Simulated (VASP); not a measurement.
# SbSe2 (P-3m1) in VASP: settings compared

The runs below take SbSe2 through density of states, with PBE, PBEsol.

Program: VASP 6.6.1. These are calculated values, not measurements. Logs are shortened: lines on timing, memory, paths and dates and some standing lists are left out, and cuts for length are marked.

## Step 1: The cell of the first run

The structure is trigonal, space group P-3m1 (No. 164). Conventional cell: a = 3.892 Å, b = 3.892 Å, c = 6.600 Å, α = 90.00°, β = 90.00°, γ = 120.00°. Within 3.7 Å of Sb (site symmetry -3m) lie 6 Se at 2.80 Å. Within 3.7 Å of Se (site symmetry 3m) lie 3 Sb at 2.80 Å.

## Step 2: Density of states, PBE

The input, POSCAR:

```
SbSe2
1.0
    3.8922873493      0.0000000000      0.0000000000
   -1.9461436747      3.3708197233      0.0000000000
    0.0000000000      0.0000000000      6.6003146964
Sb Se
1 2
Direct
    0.0000000000      0.0000000000      0.0000000000
    0.6666666667      0.3333333333      0.7463127642
    0.3333333333      0.6666666667      0.2536872358
```

The input, INCAR.step1:

```
SYSTEM = SbSe2
PREC     = Accurate       ! precision mode
ENCUT    = 520            ! plane-wave cutoff, eV
EDIFF    = 1E-6           ! SCF threshold, eV
ISMEAR   = 0              ! smearing method
SIGMA    = 0.1            ! smearing width, eV
LREAL    = .False.        ! projectors in reciprocal space
LASPH    = .True.         ! aspherical terms in the spheres
NELM     = 60             ! most SCF steps
ALGO     = Normal         ! electronic algorithm
ISIF     = 2              ! what is computed and relaxed
LWAVE    = .False.        ! write WAVECAR
LCHARG   = .True.         ! write CHGCAR
GGA      = PE             ! functional
NBANDS   = 16             ! bands
```

The input, KPOINTS.step1:

```
regular mesh
0
Gamma
  12 12 8
  0 0 0
```

The input, INCAR.step2:

```
SYSTEM = SbSe2
PREC     = Accurate       ! precision mode
ENCUT    = 520            ! plane-wave cutoff, eV
EDIFF    = 1E-6           ! SCF threshold, eV
ISMEAR   = -5             ! smearing method
SIGMA    = 0.1            ! smearing width, eV
LREAL    = .False.        ! projectors in reciprocal space
LASPH    = .True.         ! aspherical terms in the spheres
NELM     = 60             ! most SCF steps
ALGO     = Normal         ! electronic algorithm
ISIF     = 2              ! what is computed and relaxed
LWAVE    = .False.        ! write WAVECAR
LCHARG   = .False.        ! write CHGCAR
GGA      = PE             ! functional
LORBIT   = 11             ! projections on sites
NEDOS    = 2001           ! points of the DOS
ICHARG   = 11             ! starting density
```

The input, KPOINTS.step2:

```
regular mesh
0
Gamma
  18 18 12
  0 0 0
```

Potentials or basis: VASP PAW PBE potentials, release 64 (Sb, Se).

Run with:

```bash
cat potpaw_PBE.64/Sb/POTCAR potpaw_PBE.64/Se/POTCAR > POTCAR
cp INCAR.step1 INCAR
cp KPOINTS.step1 KPOINTS
mpirun -np 1 vasp_std > vasp.out
cp INCAR.step2 INCAR
cp KPOINTS.step2 KPOINTS
mpirun -np 1 vasp_std > vasp.out
```

OUTCAR:

```text
SYSTEM = SbSe2
   PREC = Accurate
   ENCUT = 520
   EDIFF = 1E-6
   ISMEAR = -5
   LREAL = .False.
   LASPH = .True.
   NELM = 60
   ISIF = 2
   GGA = PE
   LORBIT = 11
   ICHARG = 11

 ion  position               nearest neighbor table
   1  0.000  0.000  0.000-   2 2.80   3 2.80   2 2.80   3 2.80   2 2.80   3 2.80
   2  0.667  0.333  0.746-   1 2.80   1 2.80   1 2.80
   3  0.333  0.667  0.254-   1 2.80   1 2.80   1 2.80

  LATTYP: Found a hexagonal cell.
 ALAT       =     3.8922873493
 C/A-ratio  =     1.6957418875

  Lattice vectors:

 A1 = (   3.8922873493,   0.0000000000,   0.0000000000)
 A2 = (  -1.9461436747,   3.3708197233,   0.0000000000)
 A3 = (   0.0000000000,   0.0000000000,   6.6003146964)

Analysis of symmetry for initial positions (statically):
=====================================================================
 Subroutine PRICEL returns:
 Original cell was already a primitive cell.

 Routine SETGRP: Setting up the symmetry group for a
 hexagonal supercell.

 Subroutine GETGRP returns: Found 12 space group operations
 (whereof 12 operations were pure point group operations)
 out of a pool of 24 trial point group operations.

The static configuration has the point symmetry D_3d.

Analysis of symmetry for dynamics (positions and initial velocities):
=====================================================================
 Subroutine PRICEL returns:
 Original cell was already a primitive cell.

 Routine SETGRP: Setting up the symmetry group for a
 hexagonal supercell.

 Subroutine GETGRP returns: Found 12 space group operations
 (whereof 12 operations were pure point group operations)
 out of a pool of 24 trial point group operations.

The dynamic configuration has the point symmetry D_3d.

 Subroutine INISYM returns: Found 12 space group operations
 (whereof 12 operations are pure point group operations),
 and found     1 'primitive' translations

----------------------------------------------------------------------------------------

                                     Primitive cell

  volume of cell :      86.5974

  direct lattice vectors                    reciprocal lattice vectors
     3.892287349  0.000000000  0.000000000     0.256918339  0.148331872  0.000000000
    -1.946143675  3.370819723  0.000000000     0.000000000  0.296663744  0.000000000
     0.000000000  0.000000000  6.600314696     0.000000000  0.000000000  0.151507927

  length of vectors
     3.892287349  3.892287349  6.600314696     0.296663744  0.296663744  0.151507927

  position of ions in fractional coordinates (direct lattice)
     0.000000000  0.000000000  0.000000000
     0.666666667  0.333333333  0.746312764
     0.333333333  0.666666667  0.253687236

  ion indices of the primitive-cell ions
   primitive index   ion index
                 1           1
                 2           2
                 3           3

----------------------------------------------------------------------------------------

 KPOINTS: regular mesh

Automatic generation of k-mesh.
 Grid dimensions read from file:
 generate k-points for:   18   18   12

 Generating k-lattice:

  Cartesian coordinates                     Fractional coordinates (reciprocal lattice)
     0.014273241  0.008240660  0.000000000     0.055555556 -0.000000000  0.000000000
     0.000000000  0.016481319  0.000000000     0.000000000  0.055555556  0.000000000
     0.000000000  0.000000000  0.012625661     0.000000000  0.000000000  0.083333333

  Length of vectors
     0.016481319  0.016481319  0.012625661

  Shift w.r.t. Gamma in fractional coordinates (k-lattice)
     0.000000000  0.000000000  0.000000000

 TETIRR: Found   5714 inequivalent tetrahedra from    23328

 Subroutine IBZKPT returns following result:
 ===========================================

 Found    394 irreducible k-points:

 Following reciprocal coordinates:
            Coordinates               Weight
  0.000000  0.000000  0.000000      1.000000
  0.055556  0.000000  0.000000      6.000000
  0.111111  0.000000  0.000000      6.000000
  0.166667  0.000000  0.000000      6.000000
  0.222222  0.000000  0.000000      6.000000
  0.277778  0.000000  0.000000      6.000000
[... 16 lines left out ...]
  0.333333  0.111111  0.000000     12.000000
  0.388889  0.111111  0.000000     12.000000
 [... further k-points ...]
   k-points           NKPTS =    394   k-points in BZ     NKDIM =    394   number of bands    NBANDS=     12
   number of dos      NEDOS =   2001   number of ions     NIONS =      3
   total plane-waves  NPLWV =  45000
   dimension x,y,z NGX =    30 NGY =   30 NGZ =   50
   dimension x,y,z NGXF=    60 NGYF=   60 NGZF=  100
   ions per type =               1   2
   NGX,Y,Z   is equivalent  to a cutoff of  12.81, 12.81, 12.59 a.u.
   NGXF,Y,Z  is equivalent  to a cutoff of  25.63, 25.63, 25.19 a.u.
 SYSTEM =  SbSe2
   PREC   = accura    normal or accurate (medium, high low for compatibility)
   ISTART =      0    job   : 0-new  1-cont  2-samecut
   ICHARG =     11    charge: 1-file 2-atom 10-const
   ISPIN  =      1    spin polarized calculation?
   LNONCOLLINEAR =      F non collinear calculations
   LSORBIT =      F    spin-orbit coupling
   LASPH  =      T    aspherical Exc in radial PAW
   ENCUT  =  520.0 eV  38.22 Ry    6.18 a.u.   7.24  7.24 12.27*2*pi/ulx,y,z
   NELM   =     60;   NELMIN=  2; NELMDL=  0     # of ELM steps
   EDIFF  = 0.1E-05   stopping-criterion for ELM
   LREAL  =      F    real-space projection
   EDIFFG = 0.1E-04   stopping-criterion for IOM
   NSW    =      0    number of steps for IOM
   IBRION =     -1    ionic relax: 0-MD 1-quasi-New 2-CG
   NFREE  =      0    steps in history (QN), initial steepest desc. (CG)
   ISIF   =      2    stress and relaxation
   ISYM   =      2    0-nonsym 1-usesym 2-fastsym
   POTIM  = 0.5000    time-step for ionic-motion
   TEBEG  =    0.0;   TEEND  =   0.0 temperature during run
   PSTRESS=    0.0 pullay stress
   NELECT =      17.0000    total number of electrons
   NUPDOWN=      -1.0000    fix difference up-down
   EMIN   =  10.00;   EMAX   =-10.00  energy-range for DOS
   EFERMI =   0.00;   METHOD = LEGACY
   ISMEAR =    -5;   SIGMA  =   0.10  broadening in eV -4-tet -1-fermi 0-gaus
   EFERMI_NEDOS =   21; number of points for ismear=-14 and -15
   IALGO  =     38    algorithm
   IMIX   =      4    mixing-type and parameters
     AMIX     =   0.40;   BMIX     =  1.00
     AMIX_MAG =   1.60;   BMIX_MAG =  1.00
  volume/ion in A,a.u.               =      28.87       194.80
  Fermi-wavevector in a.u.,A,eV,Ry     =   0.951458  1.797994 12.316968  0.905272
  Thomas-Fermi vector in A             =   2.079930
   LORBIT       =     11    0 simple, 1 ext, 2 COOP (PROOUT), +10 PAW based schemes
   GGA     = PE    functional components
   LHFCALC =     F    Hartree Fock is set to
   AEXX    =    0.0000 exact exchange contribution
   IVDW    =     0    specifies the selected vdW correction
   LEPSILON=     F    determine dielectric tensor
   LRPA    =     F    only Hartree local field effects (RPA)
 non-spin polarized calculation
 Fermi weights with tetrahedron method with Bloechl corrections
  energy-cutoff  :      520.00
  volume of cell :       86.60
 maximum number of plane-waves:      2352
 NGX is ok and might be reduce to    30

 number of electron      17.0000000 magnetization

 Free energy of the ion-electron system (eV)
  ---------------------------------------------------
  ext. energy  EPLUGINS =         0.00000000
  ---------------------------------------------------
  free energy    TOTEN  =       -11.60594544 eV

  energy without entropy =      -11.60594544  energy(sigma->0) =      -11.60594544

 E-fermi :   3.7246     XC(G=0):  -8.9235

 val. band max:        3.7208692980   @ k =   0.2778   0.1667   0.0000
 cond. band min:       3.7010595124   @ k =   0.0556   0.0000   0.1667
 fundamental gap:     -0.0198097856
 Fermi energy:         3.7246283063

 k-point     1 :       0.0000    0.0000    0.0000
  band No.  band energies     occupation
      1     -10.5601      2.00000
      2      -8.9583      2.00000
      3      -4.2506      2.00000
      4       2.2696      2.00000
      5       2.2696      2.00000
      6       2.2991      2.00000
      7       2.8104      2.00000
      8       2.8104      2.00000
      9       2.9482      2.00000
     10       5.4268      0.00000
     11       6.2906      0.00000
     12       6.2906      0.00000

 k-point     2 :       0.0556    0.0000    0.0000
  band No.  band energies     occupation
      1     -10.5301      2.00000
      2      -8.9423      2.00000
      3      -4.2578      2.00000
      4       1.7806      2.00000
      5       2.1433      2.00000
      6       2.1853      2.00000
      7       2.7461      2.00000
      8       2.8695      2.00000
      9       3.3787      2.14291
     10       5.6117      0.00000
     11       6.1957      0.00000
     12       6.3392      0.00000

 k-point     3 :       0.1111    0.0000    0.0000
  band No.  band energies     occupation
      1     -10.4407      2.00000
      2      -8.8960      2.00000
      3      -4.2849      2.00000
      4       1.0745      2.00000
      5       1.8313      2.00000
      6       1.8774      2.00000
      7       2.6602      2.00000
      8       2.9463      2.00000
      9       3.9122      0.04857
     10       5.7762      0.00000
     11       6.2528      0.00000
     12       6.4697      0.00000
[... 286 lines left out ...]
 k-point    23 :       0.3333    0.1111    0.0000
  band No.  band energies     occupation
      1      -9.2355      2.00000
      2      -8.5397      2.00000
      3      -5.2110      2.00000
      4      -1.0929      2.00000
      5      -0.0721      2.00000
      6       0.4914      2.00000
      7       1.8337      2.00000
      8       2.4130      2.00000
      9       3.5910      2.07184
     10       6.5678      0.00000
     11       6.9713      0.00000
     12       7.9158      0.00000

 k-point    24 :       0.3889    0.1111    0.0000
  band No.  band energies     occupation
      1      -8.9852      2.00000
      2      -8.5802      2.00000
      3      -5.3979      2.00000
      4      -1.2284      2.00000
      5      -0.0101      2.00000
      6       0.2692      2.00000
      7       1.7455      2.00000
      8       2.2691      2.00000
      9       3.5160      2.00000
     10       6.5533      0.00000
     11       7.0030      0.00000
     12       8.0809      0.00000

 [... further k-points ...]
[... 5 lines left out ...]
  --------------------------------------------------------------------------------------
  -------------------------------------------------------------------------------------
  Total       -0.0515455     -0.0515455      0.0010096      0.0000000      0.0000000     -0.0000000
  in kB       -0.9536660     -0.9536660      0.0186782      0.0000000      0.0000000     -0.0000000
  external PRESSURE =      -0.6295513 kB  Pullay stress =       0.0000000 kB

 VOLUME and BASIS-vectors are now :
 -----------------------------------------------------------------------------
  energy-cutoff  :      520.00
  volume of cell :       86.60
      direct lattice vectors                 reciprocal lattice vectors
     3.892287349  0.000000000  0.000000000     0.256918339  0.148331872  0.000000000
    -1.946143675  3.370819723  0.000000000     0.000000000  0.296663744  0.000000000
     0.000000000  0.000000000  6.600314696     0.000000000  0.000000000  0.151507927

 POSITION                                       TOTAL-FORCE (eV/Angst)
 -----------------------------------------------------------------------------------
      0.00000      0.00000      0.00000         0.000000      0.000000      0.000000
      1.94614      1.12361      4.92590         0.000000      0.000000      0.002406
     -0.00000      2.24721      1.67442        -0.000000     -0.000000     -0.002406
 -----------------------------------------------------------------------------------
    total drift:                                0.000000     -0.000000     -0.000000

  FREE ENERGIE OF THE ION-ELECTRON SYSTEM (eV)
  ---------------------------------------------------
  free  energy   TOTEN  =       -11.6059454375 eV

  energy  without entropy=      -11.6059454375  energy(sigma->0) =      -11.60594544

 total charge

# of ion       s       p       d       tot
------------------------------------------
    1        1.230   0.958   0.084   2.272
    2        1.493   2.239   0.026   3.758
    3        1.493   2.239   0.026   3.758
--------------------------------------------------
tot          4.216   5.436   0.137   9.789
```

Run time: 15 min. Hardware: 1 thread of AMD EPYC 7R13, shared host; peak memory 0.52 GiB.

What came out:

- Valence electrons inside the program's atomic spheres: Sb 2.27; Se 3.76

Levels at points of the mesh, in eV from the Fermi level:
| k point | band 5 | band 6 | band 7 | band 8 | band 9 | band 10 | band 11 | band 12 |
| --- | --- | --- | --- | --- | --- | --- | --- | --- |
| (0.00, 0.00, 0.00) | -1.46 | -1.43 | -0.91 | -0.91 | -0.78 | 1.70 | 2.57 | 2.57 |
| (0.50, 0.00, 0.00) | -3.67 | -3.20 | -2.05 | -1.01 | -0.42 | 2.16 | 3.30 | 4.42 |
| (0.00, 0.00, 0.50) | -1.51 | -1.51 | -0.81 | -0.81 | 0.56 | 1.34 | 2.40 | 2.40 |
| (0.50, 0.00, 0.50) | -3.11 | -3.10 | -1.59 | -1.28 | -0.99 | 2.76 | 2.97 | 3.78 |

Caveat: spin-orbit coupling is left out, which moves the levels of the heavy elements; this functional lacks dispersion, which binds the layers, so the pressure and a relaxed spacing across them are unreliable; tetrahedron occupations give inexact forces and stress in metals.

## Step 3: Density of states, PBEsol

POSCAR is that of step 2.

The input, INCAR.step1:

```
SYSTEM = SbSe2
PREC = Accurate
ENCUT = 520
EDIFF = 1E-6
ISMEAR = 0
SIGMA = 0.1
LREAL = .FALSE.
LASPH = .TRUE.
NELM = 100
ALGO = Normal
ISIF = 2
LWAVE = .FALSE.
LCHARG = .TRUE.
GGA = PS
NBANDS = 16
```

The input, KPOINTS.step1:

```
regular mesh
0
G
  12 12 8
  0 0 0
```

The input, INCAR.step2:

```
SYSTEM = SbSe2
PREC = Accurate
ENCUT = 520
EDIFF = 1E-6
ISMEAR = -5
SIGMA = 0.1
LREAL = .FALSE.
LASPH = .TRUE.
NELM = 100
ALGO = Normal
ISIF = 2
LWAVE = .FALSE.
LCHARG = .FALSE.
GGA = PS
LORBIT = 10
NBANDS = 16
NEDOS = 2001
ICHARG = 11
```

The input, KPOINTS.step2:

```
regular mesh
0
G
  18 18 12
  0 0 0
```

Potentials or basis: VASP PAW PBE potentials, release 64 (Sb, Se).

Run with:

```bash
cat potpaw_PBE.64/Sb/POTCAR potpaw_PBE.64/Se/POTCAR > POTCAR
cp INCAR.step1 INCAR
cp KPOINTS.step1 KPOINTS
mpirun -np 1 vasp_std > vasp.out
cp INCAR.step2 INCAR
cp KPOINTS.step2 KPOINTS
mpirun -np 1 vasp_std > vasp.out
```

It took 17 min on 1 thread of AMD EPYC 7R13, shared host; peak memory 0.58 GiB.

The run converged. Its results:

| Quantity | Value |
| --- | --- |
| Valence electrons inside the program's atomic spheres | Sb 2.27; Se 3.75 |

Levels at points of the mesh, in eV from the Fermi level:
| k point | band 4 | band 5 | band 6 | band 7 | band 8 | band 9 | band 10 | band 11 | band 12 | band 13 |
| --- | --- | --- | --- | --- | --- | --- | --- | --- | --- | --- |
| (0.00, 0.00, 0.00) | -1.43 | -1.43 | -1.41 | -0.89 | -0.89 | -0.81 | 1.65 | 2.56 | 2.56 | 6.38 |
| (0.50, 0.00, 0.00) | -5.11 | -3.68 | -3.20 | -2.06 | -0.99 | -0.42 | 2.10 | 3.29 | 4.33 | 4.42 |
| (0.00, 0.00, 0.50) | -2.81 | -1.48 | -1.48 | -0.78 | -0.78 | 0.56 | 1.27 | 2.39 | 2.39 | 6.56 |
| (0.50, 0.00, 0.50) | -5.39 | -3.10 | -3.10 | -1.58 | -1.26 | -1.00 | 2.71 | 2.94 | 3.78 | 4.58 |

Caveat: the PAW data sets were made with another functional, which shifts forces and pressure a little; spin-orbit coupling is left out, which moves the levels of the heavy elements; this functional lacks dispersion, which binds the layers, so the pressure and a relaxed spacing across them are unreliable; tetrahedron occupations give inexact forces and stress in metals.
